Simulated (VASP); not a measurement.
# Ag (P-3m1) in VASP: further runs, part 2 of 2

VASP 6.6.1. Earlier steps stand in the parts before.

## Step 3: Single point, PBEsol (the distance across one plane changed)

The input, INCAR:

```
PREC     = Accurate       # precision mode
ENCUT    = 520            # plane-wave cutoff, eV
EDIFF    = 1E-6           # SCF threshold, eV
ISMEAR   = 0              # smearing method
SIGMA    = 0.15           # smearing width, eV
LREAL    = F              # projectors in reciprocal space
LASPH    = T              # aspherical terms in the spheres
NELM     = 80             # most SCF steps
ALGO     = Fast           # electronic algorithm
ISIF     = 2              # what is computed and relaxed
LWAVE    = F              # write WAVECAR
LCHARG   = T              # write CHGCAR
GGA      = PS             # functional
LELF     = T              # ELF
LVHAR    = T            
NBANDS   = 42             # bands
```

The input, KPOINTS:

```
Automatic mesh
0
Gamma
  24 24 5
```

The input, POSCAR:

```
Ag
1.0
   -2.8670626753      0.0000000000      0.0000000000
   -1.4335313377     -2.4829491111      0.0000000000
    0.0000000000      0.0000000000     16.0721448197
Ag
6
Direct
    0.3333333333      0.3333333333      0.6566562333
    0.3333333333      0.3333333333      0.0729488324
    0.3333333333      0.3333333333      0.3648025329
    0.6666666667      0.6666666667      0.8025830836
    0.6666666667      0.6666666667      0.2188756827
    0.6666666667      0.6666666667      0.5107293831
```

Potentials or basis: VASP PAW PBE potentials, release 64 (Ag).

Run with:

```sh
cat potpaw_PBE.64/Ag/POTCAR > POTCAR
mpirun -np 1 vasp_std > vasp.out
```

OUTCAR:

```text
PREC = Accurate
   ENCUT = 520
   EDIFF = 1E-6
   ISMEAR = 0
   LREAL = F
   LASPH = T
   NELM = 80
   ISIF = 2
   GGA = PS

 ion  position               nearest neighbor table
   1  0.333  0.333  0.657-   6 2.87   6 2.87   6 2.87   4 2.87   4 2.87   4 2.87
   2  0.333  0.333  0.073-   5 2.87   5 2.87   5 2.87
   3  0.333  0.333  0.365-   5 2.87   6 2.87   5 2.87   6 2.87   5 2.87   6 2.87
   4  0.667  0.667  0.803-   1 2.87   1 2.87   1 2.87
   5  0.667  0.667  0.219-   3 2.87   3 2.87   3 2.87   2 2.87   2 2.87   2 2.87
   6  0.667  0.667  0.511-   1 2.87   3 2.87   1 2.87   3 2.87   1 2.87   3 2.87

  LATTYP: Found a hexagonal cell.
 ALAT       =     2.8670626754
 C/A-ratio  =     5.6057877485

  Lattice vectors:

 A1 = (   1.4335313377,   2.4829491111,   0.0000000000)
 A2 = (  -2.8670626753,   0.0000000000,   0.0000000000)
 A3 = (   0.0000000000,   0.0000000000,  16.0721448197)

Analysis of symmetry for initial positions (statically):
=====================================================================
 Subroutine PRICEL returns:
 Original cell was already a primitive cell.

 Routine SETGRP: Setting up the symmetry group for a
 hexagonal supercell.

 Subroutine GETGRP returns: Found 12 space group operations
 (whereof  6 operations were pure point group operations)
 out of a pool of 24 trial point group operations.

The static configuration has the point symmetry C_3v.
 The point group associated with its full space group is D_3d.

Analysis of symmetry for dynamics (positions and initial velocities):
=====================================================================
 Subroutine PRICEL returns:
 Original cell was already a primitive cell.

 Routine SETGRP: Setting up the symmetry group for a
 hexagonal supercell.

 Subroutine GETGRP returns: Found 12 space group operations
 (whereof  6 operations were pure point group operations)
 out of a pool of 24 trial point group operations.

The dynamic configuration has the point symmetry C_3v.
 The point group associated with its full space group is D_3d.

 Subroutine INISYM returns: Found 12 space group operations
 (whereof  6 operations are pure point group operations),
[... 130 lines left out ...]
   LHFCALC =     F    Hartree Fock is set to
   AEXX    =    0.0000 exact exchange contribution
   IVDW    =     0    specifies the selected vdW correction
   LEPSILON=     F    determine dielectric tensor
   LRPA    =     F    only Hartree local field effects (RPA)
 non-spin polarized calculation
 RMM-DIIS sequential band-by-band and
 Gauss-broadening in eV      SIGMA  =   0.15
  energy-cutoff  :      520.00
  volume of cell :      114.41
 maximum number of plane-waves:      3144
 NGX is ok and might be reduce to    24
   NGX = 11   NGY = 11   NGZ = 59

 number of electron      65.9999999 magnetization

 Free energy of the ion-electron system (eV)
  ---------------------------------------------------
  ext. energy  EPLUGINS =         0.00000000
  ---------------------------------------------------
  free energy    TOTEN  =       -19.03737124 eV

  energy without entropy =      -19.01498305  energy(sigma->0) =      -19.02617715

 E-fermi :   6.8824     XC(G=0): -11.5458

 val. band max:        6.8766920430   @ k =   0.2500   0.2917   0.2000
 cond. band min:       6.8826365211   @ k =   0.4583   0.5000   0.4000
 fundamental gap:      0.0059444780
 Fermi energy:         6.8823581449

 k-point     1 :       0.0000    0.0000    0.0000
  band No.  band energies     occupation
      1      -0.9059      2.00000
      2      -0.3649      2.00000
      3       0.2476      2.00000
      4       0.4017      2.00000
      5       0.6070      2.00000
      6       0.6847      2.00000
[... 1069 lines left out ...]
     41      13.1752      0.00000
     42      13.7103      0.00000

 [... further k-points ...]

------------------------ aborting loop because EDIFF is reached ----------------------------------------

  FORCE on cell =-STRESS in cart. coord.  units (eV):
  Direction    XX          YY          ZZ          XY          YZ          ZX
  --------------------------------------------------------------------------------------
  -------------------------------------------------------------------------------------
  Total       -1.3917791     -1.3917791     -1.1639006     -0.0000000     -0.0000000      0.0000000
  in kB      -19.4895609    -19.4895609    -16.2984997     -0.0000000     -0.0000000      0.0000000
  external PRESSURE =     -18.4258738 kB  Pullay stress =       0.0000000 kB

 VOLUME and BASIS-vectors are now :
 -----------------------------------------------------------------------------
  energy-cutoff  :      520.00
  volume of cell :      114.41
      direct lattice vectors                 reciprocal lattice vectors
    -2.867062675  0.000000000  0.000000000    -0.348789027  0.201373438  0.000000000
    -1.433531338 -2.482949111  0.000000000     0.000000000 -0.402746877  0.000000000
     0.000000000  0.000000000 16.072144820     0.000000000  0.000000000  0.062219449

 POSITION                                       TOTAL-FORCE (eV/Angst)
 -----------------------------------------------------------------------------------
     -1.43353     -0.82765     10.55387        -0.000000     -0.000000      0.048118
     -1.43353     -0.82765      1.17244        -0.000000      0.000000     -0.080377
     -1.43353     -0.82765      5.86316        -0.000000     -0.000000     -0.011270
     -2.86706     -1.65530     12.89923         0.000000     -0.000000      0.080377
     -2.86706     -1.65530      3.51780         0.000000      0.000000     -0.048118
     -2.86706     -1.65530      8.20852         0.000000      0.000000      0.011270
 -----------------------------------------------------------------------------------
    total drift:                                0.000000      0.000000      0.000023

  FREE ENERGIE OF THE ION-ELECTRON SYSTEM (eV)
  ---------------------------------------------------
  free  energy   TOTEN  =       -19.0373712427 eV

  energy  without entropy=      -19.0149830529  energy(sigma->0) =      -19.02617715
```

OSZICAR:

```text
N       E                     dE             d eps       ncg     rms          rms(c)
DAV:   1     0.454722057207E+03    0.45472E+03   -0.34072E+04 23436   0.155E+03
DAV:   2    -0.981023360419E+01   -0.46453E+03   -0.43904E+03 23780   0.354E+02
DAV:   3    -0.209222162205E+02   -0.11112E+02   -0.10993E+02 26508   0.615E+01
DAV:   4    -0.209937801845E+02   -0.71564E-01   -0.71488E-01 25944   0.444E+00
DAV:   5    -0.209947537550E+02   -0.97357E-03   -0.97350E-03 26444   0.546E-01    0.133E+01
RMM:   6    -0.191045648295E+02    0.18902E+01   -0.61471E+00 23483   0.142E+01    0.794E+00
RMM:   7    -0.190560751913E+02    0.48490E-01   -0.27803E-01 24271   0.248E+00    0.438E+00
RMM:   8    -0.190414049852E+02    0.14670E-01   -0.29419E-02 25350   0.101E+00    0.548E-01
RMM:   9    -0.190375943017E+02    0.38107E-02   -0.54501E-03 25269   0.374E-01    0.122E-01
RMM:  10    -0.190373736967E+02    0.22061E-03   -0.68295E-04 25117   0.129E-01    0.653E-02
RMM:  11    -0.190373699176E+02    0.37791E-05   -0.12206E-04 25889   0.543E-02    0.403E-02
RMM:  12    -0.190373718176E+02   -0.19000E-05   -0.48823E-05 25450   0.349E-02    0.698E-03
RMM:  13    -0.190373712427E+02    0.57491E-06   -0.98309E-06 24746   0.153E-02
   1 F= -.19037371E+02 E0= -.19026177E+02  d E =-.223882E-01
```

It took 14 min on 1 thread of Oxide Virtual Turin-like, shared host; peak memory 0.9 GiB.

Results:

```
Free energy            : -19.0374 eV
Pressure               : -1.8 GPa
Largest force          : 0.080 eV/Å
Band gap on the k mesh : zero (bands 33 and 34 overlap by 6.49 eV)
```

Forces on the atoms (eV/Å):
```
Ag   0.000  0.000  0.048
Ag   0.000  0.000 -0.080
Ag   0.000  0.000 -0.011
Ag   0.000  0.000  0.080
Ag   0.000  0.000 -0.048
Ag   0.000  0.000  0.011
```

Stress tensor (GPa, compression positive):
```
-1.95  0.00  0.00
 0.00 -1.95  0.00
 0.00  0.00 -1.63
```

Caveat: the cell differs from its parent crystal (the distance across one plane changed); the PAW data sets were made with another functional, which shifts forces and pressure a little.

## Step 4: Single point, PBEsol (the distance across one plane changed)

The input, INCAR:

```
PREC     = Accurate       # precision mode
ENCUT    = 520            # plane-wave cutoff, eV
EDIFF    = 1E-6           # SCF threshold, eV
ISMEAR   = 0              # smearing method
SIGMA    = 0.15           # smearing width, eV
LREAL    = False          # projectors in reciprocal space
LASPH    = True           # aspherical terms in the spheres
NELM     = 60             # most SCF steps
ALGO     = Fast           # electronic algorithm
ISIF     = 2              # what is computed and relaxed
LWAVE    = False          # write WAVECAR
LCHARG   = False          # write CHGCAR
GGA      = PS             # functional
NBANDS   = 42             # bands
```

The input, KPOINTS:

```
regular mesh
0
Gamma
  24 24 5
```

The input, POSCAR:

```
Ag
1.0
   -2.8670626753      0.0000000000      0.0000000000
   -1.4335313377     -2.4829491111      0.0000000000
    0.0000000000      0.0000000000     15.5721448197
Ag
6
Direct
    0.3333333333      0.3333333333      0.6777405554
    0.3333333333      0.3333333333      0.0752911184
    0.3333333333      0.3333333333      0.3765158369
    0.6666666667      0.6666666667      0.8283529147
    0.6666666667      0.6666666667      0.2259034776
    0.6666666667      0.6666666667      0.5271281962
```

Potentials or basis: VASP PAW PBE potentials, release 64 (Ag).

Run with:

```sh
cat potpaw_PBE.64/Ag/POTCAR > POTCAR
mpirun -np 1 vasp_std > vasp.out
```

OUTCAR:

```text
PREC = Accurate
   ENCUT = 520
   EDIFF = 1E-6
   ISMEAR = 0
   LREAL = False
   LASPH = True
   NELM = 60
   ISIF = 2
   GGA = PS

 ion  position               nearest neighbor table
   1  0.333  0.333  0.678-   6 2.87   6 2.87   6 2.87   4 2.87   4 2.87   4 2.87
   2  0.333  0.333  0.075-   5 2.87   5 2.87   5 2.87
   3  0.333  0.333  0.377-   5 2.87   6 2.87   5 2.87   6 2.87   5 2.87   6 2.87
   4  0.667  0.667  0.828-   1 2.87   1 2.87   1 2.87
   5  0.667  0.667  0.226-   2 2.87   2 2.87   2 2.87   3 2.87   3 2.87   3 2.87
   6  0.667  0.667  0.527-   1 2.87   1 2.87   1 2.87   3 2.87   3 2.87   3 2.87
[... 1291 lines left out ...]
  -------------------------------------------------------------------------------------
  Total       -1.4262690     -1.4262690     -1.5179588     -0.0000000     -0.0000000     -0.0000000
  in kB      -20.6138248    -20.6138248    -21.9390151     -0.0000000     -0.0000000     -0.0000000
  external PRESSURE =     -21.0555549 kB  Pullay stress =       0.0000000 kB

 VOLUME and BASIS-vectors are now :
 -----------------------------------------------------------------------------
  energy-cutoff  :      520.00
  volume of cell :      110.85
      direct lattice vectors                 reciprocal lattice vectors
    -2.867062675  0.000000000  0.000000000    -0.348789027  0.201373438  0.000000000
    -1.433531338 -2.482949111  0.000000000     0.000000000 -0.402746877  0.000000000
     0.000000000  0.000000000 15.572144820     0.000000000  0.000000000  0.064217230

 POSITION                                       TOTAL-FORCE (eV/Angst)
 -----------------------------------------------------------------------------------
     -1.43353     -0.82765     10.55387         0.000000      0.000000      0.051628
     -1.43353     -0.82765      1.17244         0.000000      0.000000     -0.213119
     -1.43353     -0.82765      5.86316         0.000000      0.000000     -0.013289
     -2.86706     -1.65530     12.89923         0.000000      0.000000      0.213119
     -2.86706     -1.65530      3.51780        -0.000000     -0.000000     -0.051628
     -2.86706     -1.65530      8.20852        -0.000000     -0.000000      0.013289
 -----------------------------------------------------------------------------------
    total drift:                                0.000000      0.000000     -0.000010

  FREE ENERGIE OF THE ION-ELECTRON SYSTEM (eV)
  ---------------------------------------------------
  free  energy   TOTEN  =       -19.1416903440 eV

  energy  without entropy=      -19.1201541244  energy(sigma->0) =      -19.13092223
```

OSZICAR:

```text
N       E                     dE             d eps       ncg     rms          rms(c)
DAV:   1     0.456747946197E+03    0.45675E+03   -0.34118E+04 23436   0.156E+03
DAV:   2    -0.983135393859E+01   -0.46658E+03   -0.44067E+03 23776   0.356E+02
DAV:   3    -0.210470868746E+02   -0.11216E+02   -0.11095E+02 26712   0.622E+01
DAV:   4    -0.211149912461E+02   -0.67904E-01   -0.67831E-01 25816   0.436E+00
DAV:   5    -0.211157933850E+02   -0.80214E-03   -0.80208E-03 26212   0.504E-01    0.134E+01
RMM:   6    -0.192079086698E+02    0.19079E+01   -0.62021E+00 23467   0.142E+01    0.796E+00
RMM:   7    -0.191603157560E+02    0.47593E-01   -0.27060E-01 24267   0.245E+00    0.440E+00
RMM:   8    -0.191421764926E+02    0.18139E-01   -0.22019E-02 25043   0.920E-01    0.459E-01
RMM:   9    -0.191417083441E+02    0.46815E-03   -0.35089E-03 24948   0.321E-01    0.660E-02
RMM:  10    -0.191416966045E+02    0.11740E-04   -0.47509E-04 25698   0.103E-01    0.620E-02
RMM:  11    -0.191416906330E+02    0.59715E-05   -0.75020E-05 25499   0.431E-02    0.458E-02
RMM:  12    -0.191416907159E+02   -0.82844E-07   -0.48356E-05 25223   0.371E-02    0.696E-03
RMM:  13    -0.191416903440E+02    0.37183E-06   -0.86737E-06 24741   0.157E-02
   1 F= -.19141690E+02 E0= -.19130922E+02  d E =-.215362E-01
```

stdout:

```text
POSCAR found type information on POSCAR Ag
 POSCAR found :  1 types and       6 ions
 scaLAPACK will be used
 -----------------------------------------------------------------------------
|                                                                             |
|                                                                             |
|     You enforced a specific xc type in the INCAR file but a different       |
|     I HOPE YOU KNOW WHAT YOU ARE DOING!                                     |
|                                                                             |
 -----------------------------------------------------------------------------

 LDA part: xc-table for (Slater+PW92), standard interpolation
 POSCAR, INCAR and KPOINTS ok, starting setup
 FFT: planning ... GRIDC
 FFT: planning ... GRID_SOFT
 FFT: planning ... GRID
 WAVECAR not read
 entering main loop
```

It took 28 min on 1 thread of Oxide Virtual Turin-like, shared host; peak memory 0.87 GiB.

Results:

```
Free energy            : -19.1417 eV
Pressure               : -2.1 GPa
Largest force          : 0.213 eV/Å
Band gap on the k mesh : zero (bands 33 and 34 overlap by 6.50 eV)
```

Forces in eV/Å, atoms in the order of the input:
```
Ag   0.000  0.000  0.052
Ag   0.000  0.000 -0.213
Ag   0.000  0.000 -0.013
Ag   0.000  0.000  0.213
Ag   0.000  0.000 -0.052
Ag   0.000  0.000  0.013
```

Stress tensor (GPa, compression positive):
```
-2.06  0.00  0.00
 0.00 -2.06  0.00
 0.00  0.00 -2.19
```

Levels at points of the mesh, in eV from the Fermi level:
| k point | band 30 | band 31 | band 32 | band 33 | band 34 | band 35 | band 36 | band 37 | band 38 | band 39 |
| --- | --- | --- | --- | --- | --- | --- | --- | --- | --- | --- |
| (0.00, 0.00, 0.00) | -3.19 | -3.06 | -3.06 | -3.03 | -3.03 | -2.85 | -0.56 | 0.95 | 5.65 | 6.82 |
| (0.50, 0.00, 0.00) | -2.61 | 0.12 | 0.28 | 0.65 | 1.28 | 1.46 | 1.66 | 4.43 | 4.75 | 5.13 |

Caveat: the cell differs from its parent crystal (the distance across one plane changed); the PAW data sets were made with another functional, which shifts forces and pressure a little.

## Step 5: Overview

| cell | further INCAR settings | gap on the mesh (eV) | pressure (GPa) | largest force (eV/Å) |
| --- | --- | --- | --- | --- |
| a = 2.867, b = 2.867, c = 15.072 Å, angles 90.0, 90.0, 60.0°, 6 atoms | ALGO = Fast; EDIFF = 1e-07; NBANDS = 42 | none | -2.3 | 0.42 |
| a = 2.867, b = 2.867, c = 16.072 Å, angles 90.0, 90.0, 60.0°, 6 atoms | ALGO = Fast; EDIFF = 1e-06; NBANDS = 42 | none | -1.8 | 0.08 |
| a = 2.867, b = 2.867, c = 15.572 Å, angles 90.0, 90.0, 60.0°, 6 atoms | ALGO = Fast; EDIFF = 1e-06; NBANDS = 42 | none | -2.1 | 0.21 |

Alike in all rows: task single point; level PBEsol; potentials or basis VASP PAW PBE potentials, release 64 (Ag); no spin polarisation; k mesh 24 × 24 × 5; cutoff (eV) 520; smearing gaussian 0.15 eV.

Caveats: the PAW data sets were made with another functional, which shifts forces and pressure a little.

Absolute energies hang on the potentials; compare differences alone.
